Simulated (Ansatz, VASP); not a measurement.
**One calculation of Si2Mo, two programs**

```
CELL_PARAMETERS angstrom
-1.59512 1.59512 3.91091
1.59512 -1.59512 3.91091
1.59512 1.59512 -3.91091
ATOMIC_POSITIONS crystal
Si 0.33506 0.30512 0.97006
Si 0.66494 0.67074 0.00580
Mo 0.00000 0.00706 0.00706
```

Change from the starting cell: mode 4 frozen in at -0.038 Å and mode 7 at -0.057 Å (largest displacements).

Alike in both runs: task single point; functional PBEsol; k mesh 18 × 18 × 18; occupations gaussian, width 0.15 eV; no spin polarisation.

|  | VASP | Ansatz |
| --- | --- | --- |
| version | VASP 6.6.1 | Ansatz 0.2.0 |
| potentials or method | VASP PAW PBE potentials, release 64 (Si, Mo_sv), cutoff 520 eV | scalar-relativistic, plane waves, PAW |
| valence electrons in the cell | 22 | 22 |

|  | VASP | Ansatz | Ansatz less VASP |
| --- | --- | --- | --- |
| gap on the k mesh at the Fermi level (eV) | none | none | - |
| pressure (GPa) | 1.1 | 0.7 | -0.35 |
| traceless stress, the component that is largest in VASP (GPa) | -0.74 | -0.73 | +0.016 |
| rms of the force components (eV/Å) | 0.402 | 0.400 | -0.0025 |

VASP's potentials were made for PBE, not for PBEsol, and Ansatz warns of the same on its side. Atom by atom the forces differ by 0.004 eV/Å (rms over components). A gap of «none» marks a metal or a gap that the smearing closes.
